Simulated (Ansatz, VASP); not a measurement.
**One calculation of Co, two programs**

The input INCAR:

```
  PREC = Accurate
  ENCUT = 520
  EDIFF = 1E-6
  ISMEAR = -1
  SIGMA = 0.05
  LREAL = False
  LASPH = True
  NELM = 150
  ALGO = Normal
  ISIF = 2
  LWAVE = False
  LCHARG = False
  ISPIN = 2
  MAGMOM = 2 2
  LORBIT = 11
  LMAXMIX = 4
  GGA = PE
  NBANDS = 20
```

File KPOINTS:

```
regular mesh
0
Gamma
  19 19 10
```

POSCAR

```
Co
1.0
    2.5439430942      0.0000000000      0.0000000000
   -1.2719715471      2.2031193454      0.0000000000
    0.0000000000      0.0000000000      4.1315075849
Co
2
Direct
    0.3333333333      0.6666666667      0.2500000000
    0.6666666667      0.3333333333      0.7500000000
```

Input for Ansatz:

```yaml
crystal:
  lattice:
    - [2.5439430942, 0.0, 0.0]
    - [-1.2719715471, 2.2031193454, 0.0]
    - [0.0, 0.0, 4.1315075849]
  atoms:
    - { symbol: Co, position: [0.3333333333, 0.6666666667, 0.25], spin: 2.0 }
    - { symbol: Co, position: [0.6666666667, 0.3333333333, 0.75], spin: 2.0 }
magnetization:
  spin_polarized: true
kpoints:
  mp_grid: { grid: [19, 19, 10] }
scf:
  occupations: { method: fermi_dirac, width: 0.05 }
hamiltonian:
  xc: pbe
  pseudopotentials: { kind: all_electron, lapw: { basis_error: 0.0005 } }
output:
  forces: true
  stress: true
  eigenvalues: true
```

Change from the starting cell: volume scaled by 1.03.

Alike in both runs: task single point; functional PBE; k mesh 19 × 19 × 10; occupations fermi-dirac, width 0.05 eV; collinear spin.

```csv
,VASP,Ansatz
version,VASP 6.6.1,Ansatz 0.2.0
potentials or method,"VASP PAW PBE potentials, release 64 (Co), cutoff 520 eV","all-electron LAPW, scalar-relativistic"
```

|  | VASP | Ansatz | Ansatz less VASP |
| --- | --- | --- | --- |
| pressure (GPa) | -12.1 | -11.7 | +0.42 |
| traceless stress, the component that is largest in VASP (GPa) | -0.73 | -0.56 | +0.170 |
| net moment per atom (μB) | 1.66 | 1.67 | +0.013 |
| size of the moment on the site where the two differ most (μB) | 1.69 | 1.73 | +0.038 |

Site moments also hang on the region over which each program counts them. Ansatz ran all-electron here, and VASP with PAW potentials.
